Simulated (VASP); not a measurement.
Set up this calculation in VASP 6.6.1, as the native input.

| Item | Value |
| --- | --- |
| Task | single point |
| Functional | PBEsol |
| Potentials or basis | VASP PAW PBE potentials, release 64 (Zn, S) |
| Cutoff | 520 eV |
| k mesh | 3 × 4 × 4 |
| Occupations | methfessel-paxton, width 0.15 eV |
| Spin | no spin polarisation |
| Dipole correction | no |
| Further INCAR settings | ALGO = Normal; EDIFF = 1e-06; NBANDS = 26 |

The structure of ZnS lies in POSCAR:

```
ZnS
1.0
    5.0537950000     -0.5049610000     -0.0781520000
    0.9523220000      3.9723810000     -0.2381580000
    0.1198910000     -0.1818520000      3.8714950000
Zn S
2 2
Direct
    0.3285331408      0.7322066849      0.9121895809
    0.8476987770      0.0171416066      0.8707144825
    0.9998970641      0.3970980244      0.3143524728
    0.4008602043      0.1835763278      0.4604092728
```

These files were run (other wordings do the same):

INCAR

```
SYSTEM = ZnS
PREC = Accurate
ENCUT = 520
EDIFF = 1E-6
ISMEAR = 1
SIGMA = 0.15
LREAL = .False.
LASPH = .True.
NELM = 100
ALGO = Normal
ISIF = 2
LWAVE = .False.
LCHARG = .True.
GGA = PS
LELF = .True.
LVHAR = .True.
NBANDS = 26
```

KPOINTS

```
Automatic mesh
0
Gamma
  3 4 4
  0 0 0
```

Potentials or basis: VASP PAW PBE potentials, release 64 (Zn, S).

Run with:

```bash
$ cat potpaw_PBE.64/Zn/POTCAR potpaw_PBE.64/S/POTCAR > POTCAR
$ mpirun -np 1 vasp_std > vasp.out
```

It gave:

The pressure is -5.9 GPa and the largest force is 0.330 eV/Å. The band gap on the k mesh is zero (band 18 reaches 3.77 eV, above the bottom of band 19 at 2.54 eV).

Caveat: the k points lie up to 0.42 Å⁻¹ apart; the PAW data sets were made with another functional, which shifts forces and pressure a little.

Run time: 23 s on 1 thread of Intel(R) Xeon(R) Platinum 8488C (Sapphire Rapids), with other jobs on the host, peak memory 0.19 GiB.
